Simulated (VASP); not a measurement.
Here is a VASP 6.6.1 calculation.

The input INCAR:

```
SYSTEM = SiO2
ALGO = Normal
EDIFF = 1E-6
ENCUT = 520
GGA = PE
ISIF = 2
ISMEAR = 0
LASPH = .TRUE.
LCHARG = .FALSE.
LREAL = .FALSE.
LWAVE = .FALSE.
NBANDS = 25
NELM = 100
PREC = Accurate
SIGMA = 0.05
```

KPOINTS

```
k-points
0
G
  6 6 8
  0 0 0
```

Contents of POSCAR:

```
SiO2
1.0
    4.5750058570      0.0000000000      0.0000000000
    0.0000000000      4.5750058570      0.0000000000
    0.0000000000      0.0000000000      2.5828589820
Si O
2 4
Direct
    0.5000000000      0.5000000000      0.5000000000
    0.0000000000      0.0000000000      0.0000000000
    0.6930152167      0.6930152167      0.0000000000
    0.1930152167      0.8069847833      0.5000000000
    0.3069847833      0.3069847833      0.0000000000
    0.8069847833      0.1930152167      0.5000000000
```

Potentials or basis: VASP PAW PBE potentials, release 64 (Si, O).

The run is started by

```console
$ cat potpaw_PBE.64/Si/POTCAR potpaw_PBE.64/O/POTCAR > POTCAR
$ mpirun -np 1 vasp_std > vasp.out
```

**Question.** Predict the largest force.

**Answer.** 1.919 eV/Å.

**Question.** What does it give for the band gap on the k mesh?

**Answer.** 3.53 eV, direct.

Forces on the atoms (eV/Å):
```
Si   0.000  0.000  0.000
Si   0.000  0.000  0.000
O   -1.357 -1.357  0.000
O   -1.357  1.357  0.000
O    1.357  1.357  0.000
O    1.357 -1.357  0.000
```

Caveat: the cell differs from its parent crystal (strain +0.080 along x and y, -0.040 along z); forces of over 1 eV/Å act on the atoms, so gaps and moduli don't describe the material at rest. A k mesh can miss the band edges.
